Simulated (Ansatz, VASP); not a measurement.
**PtC3 in VASP and in Ansatz**

```
CELL_PARAMETERS angstrom
3.32097 0.00000 0.00000
0.00000 3.32097 0.00000
0.00000 0.00000 3.28683
ATOMIC_POSITIONS crystal
Pt 0.00000 0.00000 0.00000
C 0.00000 0.50000 0.50000
C 0.50000 0.00000 0.50000
C 0.50000 0.50000 0.00000
```

Alike in both runs: task single point; functional PBE; k mesh 6 × 6 × 6; occupations gaussian, width 0.1 eV; no spin polarisation.

```csv
,VASP,Ansatz
version,VASP 6.6.1,Ansatz 0.2.0
potentials or method,"VASP PAW PBE potentials, release 64 (Pt, C), cutoff 520 eV","scalar-relativistic, plane waves, PAW"
valence electrons in the cell,22,30
```

```tsv
	VASP	Ansatz	Ansatz less VASP
gap on the k mesh at the Fermi level (eV)	none	none	-
pressure (GPa)	15.2	15.3	+0.12
traceless stress, the component that is largest in VASP (GPa)	-1.22	-1.22	-0.006
```

A gap of «none» marks a metal or a gap that the smearing closes. VASP's potentials hold 22 valence electrons a cell and Ansatz's 30, so a difference there can come from the potentials and not from the codes.

Neither program's run includes spin-orbit coupling.
